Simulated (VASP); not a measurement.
# TiAl: single point with PBEsol

The system is TiAl.

```
Ti Al
1.0
     3.25818    0.00000    0.00000
     0.00000    3.25818    0.00000
     0.00000    0.00000    3.25818
Ti Al
1 1
Direct
  0.50000 0.50000 0.50000
  0.00000 0.00000 0.00000
```

This cell differs from its parent crystal: volume scaled by 1.10.

- Program: VASP 6.6.1
- Task: single point
- Functional: PBEsol
- Potentials or basis: VASP PAW PBE potentials, release 64 (Ti_sv, Al)
- Cutoff: 520 eV
- k mesh: 14 × 14 × 14
- Occupations: gaussian, width 0.1 eV
- Spin: no spin polarisation

| Property | Result |
| --- | --- |
| Pressure | -9.3 GPa |

Levels at points of the mesh, in eV from the Fermi level:
```csv
k point,band 4,band 5,band 6,band 7,band 8,band 9,band 10,band 11
"(0.00, 0.00, 0.00)",-33.12,-8.93,-1.27,-1.27,1.62,1.62,1.62,4.08
"(0.50, 0.00, 0.00)",-33.11,-5.90,-4.97,-0.48,0.11,0.11,1.80,2.70
"(0.50, 0.50, 0.00)",-33.10,-4.82,-2.05,-2.05,-1.39,0.65,0.65,2.48
"(0.50, 0.50, 0.50)",-33.22,-2.87,-2.87,-2.87,0.25,2.54,2.54,2.72
```

Wall time 35 s on 1 thread of Intel(R) Xeon(R) Platinum 8175M CPU @ 2.50GHz (Skylake/Cascade Lake) (shared host), peak memory 0.18 GiB.

Caveat: the PAW data sets were made with another functional, which shifts forces and pressure a little.
